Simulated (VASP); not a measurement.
# Te (P3_121) in VASP: further runs

Runs on Te. Level: revPBE. Tasks: relaxation of cell and atoms, single point.

Everything below comes from runs of VASP 6.6.1. Logs are shortened: lines on timing, memory, paths and dates and some standing lists are left out, and cuts for length are marked.

### Step 1. The cell of the first run

It takes space group P3_121 (No. 152, trigonal). Conventional cell: a = 4.454 Å, b = 4.454 Å, c = 5.924 Å, α = 90.00°, β = 90.00°, γ = 120.00°. Within 3.8 Å of Te (site symmetry 2) lie 6 Te at 2.86 to 3.47 Å.

### Step 2. Relaxation of cell and atoms, revPBE

File INCAR:

```
SYSTEM = Te
ALGO     = Normal         ! electronic algorithm
EDIFF    = 1E-6           ! SCF threshold, eV
EDIFFG   = -0.01          ! ionic threshold
ENCUT    = 600            ! plane-wave cutoff, eV
GGA      = RE             ! functional
IBRION   = 2              ! ionic algorithm
ISIF     = 3              ! what is computed and relaxed
ISMEAR   = -1             ! smearing method
LASPH    = .True.         ! aspherical terms in the spheres
LCHARG   = .False.        ! write CHGCAR
LREAL    = .False.        ! projectors in reciprocal space
LWAVE    = .False.        ! write WAVECAR
NELM     = 60             ! most SCF steps
NSW      = 80             ! ionic steps
PREC     = Accurate       ! precision mode
SIGMA    = 0.05           ! smearing width, eV
```

File KPOINTS:

```
k-points
0
Gamma
  5 5 3
  0 0 0
```

File POSCAR:

```
Te
1.0
    4.4540012348      0.0000000000      0.0000000000
   -2.2270006174      3.8572782178      0.0000000000
    0.0000000000      0.0000000000      5.9240000000
Te
3
Direct
    0.2690000000      0.0000000000      0.3333333333
    0.0000000000      0.2690000000      0.6666666667
    0.7310000000      0.7310000000      0.0000000000
```

Potentials or basis: VASP PAW PBE potentials, release 64 (Te).

Run with:

```sh
cat potpaw_PBE.64/Te/POTCAR > POTCAR
mpirun -np 1 vasp_std > vasp.out
```

OUTCAR:

```text
SYSTEM = Te
   EDIFF = 1E-6
   EDIFFG = -0.01
   ENCUT = 600
   GGA = RE
   IBRION = 2
   ISIF = 3
   ISMEAR = -1
   LASPH = .True.
   LREAL = .False.
   NELM = 60
   NSW = 80
   PREC = Accurate

 ion  position               nearest neighbor table
   1  0.269  0.000  0.333-   3 2.86   2 2.86   3 3.47   3 3.47   2 3.47   2 3.47
   2  0.000  0.269  0.667-   3 2.86   1 2.86   3 3.47   3 3.47   1 3.47   1 3.47
   3  0.731  0.731  0.000-   2 2.86   1 2.86   1 3.47   2 3.47   2 3.47   1 3.47

  LATTYP: Found a hexagonal cell.
 ALAT       =     4.4540012348
 C/A-ratio  =     1.3300400444

  Lattice vectors:

 A1 = (   4.4540012348,   0.0000000000,   0.0000000000)
 A2 = (  -2.2270006174,   3.8572782178,   0.0000000000)
 A3 = (   0.0000000000,   0.0000000000,   5.9240000000)

Analysis of symmetry for initial positions (statically):
=====================================================================
 Subroutine PRICEL returns:
 Original cell was already a primitive cell.

 Routine SETGRP: Setting up the symmetry group for a
 hexagonal supercell.

 Subroutine GETGRP returns: Found  6 space group operations
 (whereof  2 operations were pure point group operations)
 out of a pool of 24 trial point group operations.

The static configuration has the point symmetry C_2 .
 The point group associated with its full space group is D_3 .

Analysis of symmetry for dynamics (positions and initial velocities):
=====================================================================
 Subroutine PRICEL returns:
 Original cell was already a primitive cell.

 Routine SETGRP: Setting up the symmetry group for a
 hexagonal supercell.

 Subroutine GETGRP returns: Found  6 space group operations
 (whereof  2 operations were pure point group operations)
 out of a pool of 24 trial point group operations.

The dynamic configuration has the point symmetry C_2 .
 The point group associated with its full space group is D_3 .

 Subroutine INISYM returns: Found  6 space group operations
 (whereof  2 operations are pure point group operations),
 and found     1 'primitive' translations

----------------------------------------------------------------------------------------

                                     Primitive cell

  volume of cell :     101.7762

  direct lattice vectors                    reciprocal lattice vectors
     4.454001235  0.000000000  0.000000000     0.224517226  0.129625081  0.000000000
    -2.227000617  3.857278218  0.000000000     0.000000000  0.259250161  0.000000000
     0.000000000  0.000000000  5.924000000     0.000000000  0.000000000  0.168804862

  length of vectors
     4.454001235  4.454001235  5.924000000     0.259250161  0.259250161  0.168804862

  position of ions in fractional coordinates (direct lattice)
     0.269000000  0.000000000  0.333333333
     0.000000000  0.269000000  0.666666667
     0.731000000  0.731000000  0.000000000

  ion indices of the primitive-cell ions
   primitive index   ion index
                 1           1
                 2           2
                 3           3

----------------------------------------------------------------------------------------

 KPOINTS: k-points

Automatic generation of k-mesh.
 Grid dimensions read from file:
 generate k-points for:    5    5    3

 Generating k-lattice:

  Cartesian coordinates                     Fractional coordinates (reciprocal lattice)
     0.044903445  0.025925016  0.000000000     0.200000000  0.000000000  0.000000000
     0.000000000  0.051850032  0.000000000     0.000000000  0.200000000  0.000000000
     0.000000000  0.000000000  0.056268287     0.000000000  0.000000000  0.333333333

  Length of vectors
     0.051850032  0.051850032  0.056268287

  Shift w.r.t. Gamma in fractional coordinates (k-lattice)
     0.000000000  0.000000000  0.000000000

 Subroutine IBZKPT returns following result:
 ===========================================

 Found     12 irreducible k-points:

 Following reciprocal coordinates:
            Coordinates               Weight
  0.000000  0.000000  0.000000      1.000000
  0.200000 -0.000000  0.000000      6.000000
  0.400000 -0.000000  0.000000      6.000000
  0.200000  0.200000  0.000000      6.000000
  0.400000  0.200000  0.000000      6.000000
  0.000000  0.000000  0.333333      2.000000
  0.200000 -0.000000  0.333333      6.000000
  0.000000  0.200000  0.333333      6.000000
  0.400000 -0.000000  0.333333      6.000000
  0.000000  0.400000  0.333333      6.000000
  0.200000  0.200000  0.333333     12.000000
  0.400000  0.200000  0.333333     12.000000
   k-points           NKPTS =     12   k-points in BZ     NKDIM =     12   number of bands    NBANDS=     13
   number of dos      NEDOS =    301   number of ions     NIONS =      3
   total plane-waves  NPLWV =  62208
   dimension x,y,z NGX =    36 NGY =   36 NGZ =   48
   dimension x,y,z NGXF=    72 NGYF=   72 NGZF=   96
   ions per type =               3
   NGX,Y,Z   is equivalent  to a cutoff of  13.44, 13.44, 13.47 a.u.
   NGXF,Y,Z  is equivalent  to a cutoff of  26.87, 26.87, 26.94 a.u.
 SYSTEM =  Te
   PREC   = accura    normal or accurate (medium, high low for compatibility)
   ISTART =      0    job   : 0-new  1-cont  2-samecut
   ICHARG =      2    charge: 1-file 2-atom 10-const
   ISPIN  =      1    spin polarized calculation?
   LNONCOLLINEAR =      F non collinear calculations
   LSORBIT =      F    spin-orbit coupling
   LASPH  =      T    aspherical Exc in radial PAW
   ENCUT  =  600.0 eV  44.10 Ry    6.64 a.u.   8.90  8.90 11.83*2*pi/ulx,y,z
   NELM   =     60;   NELMIN=  2; NELMDL= -5     # of ELM steps
   EDIFF  = 0.1E-05   stopping-criterion for ELM
   LREAL  =      F    real-space projection
   EDIFFG = -.1E-01   stopping-criterion for IOM
   NSW    =     80    number of steps for IOM
   IBRION =      2    ionic relax: 0-MD 1-quasi-New 2-CG
   NFREE  =      1    steps in history (QN), initial steepest desc. (CG)
   ISIF   =      3    stress and relaxation
   ISYM   =      2    0-nonsym 1-usesym 2-fastsym
   POTIM  = 0.5000    time-step for ionic-motion
   TEBEG  =    0.0;   TEEND  =   0.0 temperature during run
   PSTRESS=    0.0 pullay stress
   NELECT =      18.0000    total number of electrons
   NUPDOWN=      -1.0000    fix difference up-down
   EMIN   =  10.00;   EMAX   =-10.00  energy-range for DOS
   EFERMI =   0.00;   METHOD = LEGACY
   ISMEAR =    -1;   SIGMA  =   0.05  broadening in eV -4-tet -1-fermi 0-gaus
   EFERMI_NEDOS =   21; number of points for ismear=-14 and -15
   IALGO  =     38    algorithm
   IMIX   =      4    mixing-type and parameters
     AMIX     =   0.40;   BMIX     =  1.00
     AMIX_MAG =   1.60;   BMIX_MAG =  1.00
  volume/ion in A,a.u.               =      33.93       228.94
  Fermi-wavevector in a.u.,A,eV,Ry     =   0.918932  1.736530 11.489259  0.844437
  Thomas-Fermi vector in A             =   2.044070
   LORBIT       =      0    0 simple, 1 ext, 2 COOP (PROOUT), +10 PAW based schemes
   GGA     = RE    functional components
   LHFCALC =     F    Hartree Fock is set to
   AEXX    =    0.0000 exact exchange contribution
   IVDW    =     0    specifies the selected vdW correction
   LEPSILON=     F    determine dielectric tensor
   LRPA    =     F    only Hartree local field effects (RPA)
 conjugate gradient relaxation of ions
 non-spin polarized calculation
  energy-cutoff  :      600.00
  volume of cell :      101.78
 maximum number of plane-waves:      3410
 NGX is ok and might be reduce to    36
   NGX = 17   NGY = 17   NGZ = 23

--------------------------------------- Ionic step        1  -------------------------------------------

 number of electron      17.9999999 magnetization

 Free energy of the ion-electron system (eV)
  ---------------------------------------------------
  ext. energy  EPLUGINS =         0.00000000
  ---------------------------------------------------
  free energy    TOTEN  =        -8.45201065 eV

  energy without entropy =       -8.45199484  energy(sigma->0) =       -8.45200275

------------------------ aborting loop because EDIFF is reached ----------------------------------------

  FORCE on cell =-STRESS in cart. coord.  units (eV):
  Direction    XX          YY          ZZ          XY          YZ          ZX
  --------------------------------------------------------------------------------------
  -------------------------------------------------------------------------------------
  Total        1.4751353      1.4751353      1.6578884     -0.0000000     -0.0000000      0.0000000
  in kB       23.2218111     23.2218111     26.0987389     -0.0000000     -0.0000000      0.0000000
  external PRESSURE =      24.1807870 kB  Pullay stress =       0.0000000 kB
[... 92 lines left out ...]
  FREE ENERGIE OF THE ION-ELECTRON SYSTEM (eV)
  ---------------------------------------------------
  free  energy   TOTEN  =        -8.4881822227 eV

  energy  without entropy=       -8.4881619151  energy(sigma->0) =       -8.48817207

 E-fermi :   5.5283     XC(G=0):  -8.7578

 val. band max:        5.0326243720   @ k =   0.4000   0.2000   0.3333
 cond. band min:       5.9386647532   @ k =   0.0000   0.0000   0.3333
 fundamental gap:      0.9060403812
 Fermi energy:         5.5283334811

 k-point     1 :       0.0000    0.0000    0.0000
  band No.  band energies     occupation
      1      -7.8310      2.00000
      2      -4.7594      2.00000
      3      -4.7594      2.00000
      4       2.5062      2.00000
      5       2.7315      2.00000
      6       2.7315      2.00000
      7       3.8329      2.00000
      8       3.8329      2.00000
      9       4.6115      2.00000
     10       6.3726      0.00000
     11       6.3726      0.00000
     12       6.9471      0.00000
     13      10.5285      0.00000
[... 161 lines left out ...]
 k-point    12 :       0.4000    0.2000    0.3333
  band No.  band energies     occupation
      1      -6.5208      2.00000
      2      -5.8341      2.00000
      3      -4.5817      2.00000
      4       0.4463      2.00000
      5       0.9024      2.00000
      6       1.5721      2.00000
      7       3.3450      2.00000
      8       4.3421      2.00000
      9       5.0326      1.99990
     10       6.2292      0.00000
     11       7.1895      0.00000
     12       7.6964      0.00000
     13      10.1374      0.00000

[... ionic steps 4 to 7 ...]

--------------------------------------- Ionic step        8  -------------------------------------------

 number of electron      18.0000000 magnetization

------------------------ aborting loop because EDIFF is reached ----------------------------------------

  FORCE on cell =-STRESS in cart. coord.  units (eV):
  Direction    XX          YY          ZZ          XY          YZ          ZX
  --------------------------------------------------------------------------------------
  -------------------------------------------------------------------------------------
  Total       -0.2184088     -0.2184088     -0.1196851      0.0000000      0.0000000     -0.0000000
  in kB       -3.0862327     -3.0862327     -1.6912146      0.0000000      0.0000000     -0.0000000
  external PRESSURE =      -2.6212267 kB  Pullay stress =       0.0000000 kB
[... 59 lines left out ...]
  energy  without entropy=       -8.5092948502  energy(sigma->0) =       -8.50930019

--------------------------------------- Ionic step       10  -------------------------------------------

 number of electron      18.0000000 magnetization

 Free energy of the ion-electron system (eV)
  ---------------------------------------------------
  ext. energy  EPLUGINS =         0.00000000
  ---------------------------------------------------
  free energy    TOTEN  =        -8.51032496 eV

  energy without entropy =       -8.51031809  energy(sigma->0) =       -8.51032153

 E-fermi :   4.8842     XC(G=0):  -8.4000

 val. band max:        4.3496133492   @ k =   0.0000   0.4000   0.3333
 cond. band min:       5.3523713291   @ k =   0.0000   0.0000   0.3333
 fundamental gap:      1.0027579799
 Fermi energy:         4.8841865334

 k-point     1 :       0.0000    0.0000    0.0000
  band No.  band energies     occupation
      1      -8.4008      2.00000
      2      -5.3538      2.00000
      3      -5.3538      2.00000
      4       1.6424      2.00000
      5       1.7804      2.00000
      6       1.7804      2.00000
      7       3.1020      2.00000
      8       3.1020      2.00000
      9       4.0612      2.00000
     10       5.7353      0.00000
     11       5.7353      0.00000
     12       6.1407      0.00000
     13       9.8683      0.00000
[... 204 lines left out ...]
  FREE ENERGIE OF THE ION-ELECTRON SYSTEM (eV)
  ---------------------------------------------------
  free  energy   TOTEN  =        -8.5103249616 eV

  energy  without entropy=       -8.5103180897  energy(sigma->0) =       -8.51032153

 reached required accuracy - stopping structural energy minimisation
```

Wall time 71 s (1 thread of Intel Xeon Platinum 8488C (Sapphire Rapids), shared host); peak memory 0.24 GiB.

What came out:

| Quantity | Value |
| --- | --- |
| Free energy | -8.5103 eV |
| Relaxed volume | 38.17 Å³/atom |
| Relaxed cell | a = 4.734 Å, b = 4.734 Å, c = 5.898 Å, α = 90.00°, β = 90.00°, γ = 120.00° |
| Space group after relaxing (to 0.1 Å) | P3_121 (No. 152) |
| Energy gained by relaxing | 19.4 meV/atom |
| Ionic steps | 10 |
| Pressure after relaxing | 0.0 GPa |
| Band gap on the k mesh | 1.00 eV (least direct gap 1.40 eV) |

Step by step:
```
step  energy change (eV)  largest force (eV/Å)  pressure (GPa)  volume (Å³)
   1              0.0000                0.1670            2.42       101.78
   2             -0.0251                0.2338           -1.05       109.51
   3             -0.0362                0.1006            0.07       106.62
   4             -0.0396                0.0975            0.07       107.07
   5             -0.0472                0.0867            0.08       108.42
   6             -0.0527                0.0569            0.21       111.06
   7             -0.0550                0.1110           -0.32       113.71
   8             -0.0551                0.1042           -0.26       113.38
   9             -0.0573                0.0592           -0.14       113.90
  10             -0.0583                0.0015            0.01       114.50
```

Final structure:
```xyz
3
Lattice="4.7345 0.0000 0.0000 -2.3672 4.1002 0.0000 0.0000 0.0000 5.8983" Properties=species:S:1:pos:R:3 pbc="T T T"
Te   -1.1696    4.1002    1.9661
Te    4.1356    1.0372    3.9322
Te    1.7684    3.0630    0.0000
```

Caveat: the PAW data sets were made with another functional, which shifts forces and pressure a little; spin-orbit coupling is left out, which moves the levels of the heavy elements. revPBE gives volumes clearly too large for solids.

### Step 3. Single point, revPBE

This run uses another cell than the first one, of 38.36 Å³/atom.

File INCAR:

```
PREC = Accurate
ENCUT = 520
EDIFF = 1E-7
ISMEAR = -1
SIGMA = 0.05
LREAL = F
LASPH = T
NELM = 100
ALGO = Normal
ISIF = 2
LWAVE = F
LCHARG = T
GGA = RE
LELF = T
LVHAR = T
NBANDS = 16
```

File KPOINTS:

```
Automatic mesh
0
Gamma
  7 7 5
```

File POSCAR:

```
Te
1.0
    4.7473994357      0.0000000000      0.0000000000
   -2.3736997178      4.1113685132      0.0000000000
    0.0000000000      0.0000000000      5.8967267670
Te
3
Direct
    0.2517707349      0.0000000000      0.3333333333
    0.0000000000      0.2517707349      0.6666666667
    0.7482292651      0.7482292651      0.0000000000
```

Potentials or basis: VASP PAW PBE potentials, release 64 (Te).

Run with:

```sh
cat potpaw_PBE.64/Te/POTCAR > POTCAR
mpirun -np 1 vasp_std > vasp.out
```

Run time: 30 s. Hardware: 1 thread of Intel Xeon Platinum 8488C (Sapphire Rapids), shared host; peak memory 0.25 GiB.

It converged, with:

```
Free energy            : -8.5128 eV
Pressure               : 0.0 GPa
Band gap on the k mesh : 0.81 eV (least direct gap 1.02 eV)
```

Stress tensor (GPa, compression positive):
```
-0.03  0.00  0.00
 0.00 -0.03  0.00
 0.00  0.00  0.05
```

Levels at points of the mesh, in eV from the valence-band top:
```tsv
k point	band 5	band 6	band 7	band 8	band 9	band 10	band 11	band 12	band 13	band 14
(0.00, 0.00, 0.00)	-2.74	-2.74	-1.40	-1.40	-0.43	1.24	1.24	1.64	5.36	5.36
```

Caveat: the PAW data sets were made with another functional, which shifts forces and pressure a little; spin-orbit coupling is left out, which moves the levels of the heavy elements. A k mesh can miss the band edges.

### Step 4. Single point, revPBE (38.36 Å³/atom)

This run uses another cell than the first one, of 38.36 Å³/atom.

File INCAR:

```
SYSTEM = Te
PREC = Accurate
ENCUT = 520
EDIFF = 1E-6
ISMEAR = -1
SIGMA = 0.05
LREAL = .FALSE.
LASPH = .TRUE.
NELM = 80
ALGO = Normal
ISIF = 2
LWAVE = .FALSE.
LCHARG = .FALSE.
GGA = RE
NBANDS = 16
```

File KPOINTS:

```
Automatic mesh
0
G
  7 7 5
  0 0 0
```

POSCAR is that of step 3.

Run with:

```sh
cat potpaw_PBE.64/Te/POTCAR > POTCAR
mpirun -np 1 vasp_std > vasp.out
```

It took 26 s on 1 thread of Intel Xeon Platinum 8488C (Sapphire Rapids), shared host; peak memory 0.25 GiB.

The run converged. Its results:

```
Free energy            : -8.5128 eV
Pressure               : 0.0 GPa
Band gap on the k mesh : 0.81 eV (least direct gap 1.02 eV)
```

Stress tensor (GPa, compression positive):
```
-0.03  0.00  0.00
 0.00 -0.03  0.00
 0.00  0.00  0.05
```

Levels at points of the mesh, in eV from the valence-band top:
```
           k point  band 7  band 8  band 9  band 10  band 11  band 12
(0.00, 0.00, 0.00)   -1.40   -1.40   -0.43     1.24     1.24     1.64
```

Caveat: the PAW data sets were made with another functional, which shifts forces and pressure a little; spin-orbit coupling is left out, which moves the levels of the heavy elements. A k mesh can miss the band edges.
